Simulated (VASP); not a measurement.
A run of VASP 6.6.1 is set up as follows.

The input INCAR:

```
SYSTEM = ZnCd2Te3
PREC     = Accurate       ! precision mode
ENCUT    = 520            ! plane-wave cutoff, eV
EDIFF    = 1E-6           ! SCF threshold, eV
ISMEAR   = 0              ! smearing method
SIGMA    = 0.1            ! smearing width, eV
LREAL    = .FALSE.        ! projectors in reciprocal space
LASPH    = .TRUE.         ! aspherical terms in the spheres
NELM     = 100            ! most SCF steps
ALGO     = Normal         ! electronic algorithm
ISIF     = 2              ! what is computed and relaxed
LWAVE    = .FALSE.        ! write WAVECAR
LCHARG   = .TRUE.         ! write CHGCAR
GGA      = PE             ! functional
LELF     = .TRUE.         ! ELF
LVHAR    = .TRUE.       
NBANDS   = 36             ! bands
```

File KPOINTS:

```
Automatic mesh
0
G
  10 10 4
  0 0 0
```

Contents of POSCAR:

```
ZnCd2Te3
1.0
    4.2978355792      0.0000000000      0.0000000000
    0.0000000000      4.2978355792      0.0000000000
    0.0000000000      0.0000000000     10.6096527226
Zn Cd Te
1 2 3
Direct
    0.0000000000      0.0000000000      0.0000000000
    0.5000000000      0.0000000000      0.5000000000
    0.0000000000      0.5000000000      0.5000000000
    0.5000000000      0.5000000000      0.6967469788
    0.5000000000      0.5000000000      0.3032530212
    0.5000000000      0.5000000000      0.0000000000
```

Potentials or basis: VASP PAW PBE potentials, release 64 (Zn, Cd, Te).

The run is started by

```console
$ cat potpaw_PBE.64/Zn/POTCAR potpaw_PBE.64/Cd/POTCAR potpaw_PBE.64/Te/POTCAR > POTCAR
$ mpirun -np 1 vasp_std > vasp.out
```

(1) What does it give for the largest force?

(2) What does it give for the pressure?

(3) What does it give for the band gap on the k mesh?

## Answers

(1) 0.040 eV/Å.

(2) 0.1 GPa.

(3) zero (bands 27 and 28 overlap by 2.12 eV).

Caveat: spin-orbit coupling is left out, which moves the levels of the heavy elements.
